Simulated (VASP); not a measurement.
Runs of VASP 6.6.1 on Rb4O. The structure is that of space group Pm-3m (No. 221), or close to it. The cells are those of the table. The cell was generated, and may not be a known phase.

```csv
task,cell,k mesh,cutoff (eV),gap on the mesh (eV),pressure (GPa),relaxed volume (Å³/atom)
relaxation of cell and atoms,"relaxed from a = 6.144 Å, 5 atoms",6 × 6 × 6,600,none,0.0,47.04
relaxation of cell and atoms,"relaxed from a = 5.658 Å, 5 atoms",4 × 4 × 4,600,none,0.0,46.90
single point,"a = 6.171 Å, 5 atoms",6 × 6 × 6,520,none,0.0,-
single point,"a = 5.658 Å, 5 atoms",4 × 4 × 4,520,none,3.6,-
single point,"a = 6.144 Å, 5 atoms",4 × 4 × 4,520,none,(a),-
```

Alike in all rows: level PBE; potentials or basis VASP PAW PBE potentials, release 64 (Rb_sv, O); no spin polarisation; smearing gaussian 0.1 eV.

Task: Fill in the values left out.

Result: (a) 0.1.

Caveats: the volume moved by over 15 % at a fixed basis, so the end points are rough (at least some runs); the cell stands under pressure (at least some runs).

A k mesh can miss the band edges, and the runs leave out spin-orbit coupling on Rb.

A gap of «none» marks levels without a gap at the run's occupations.
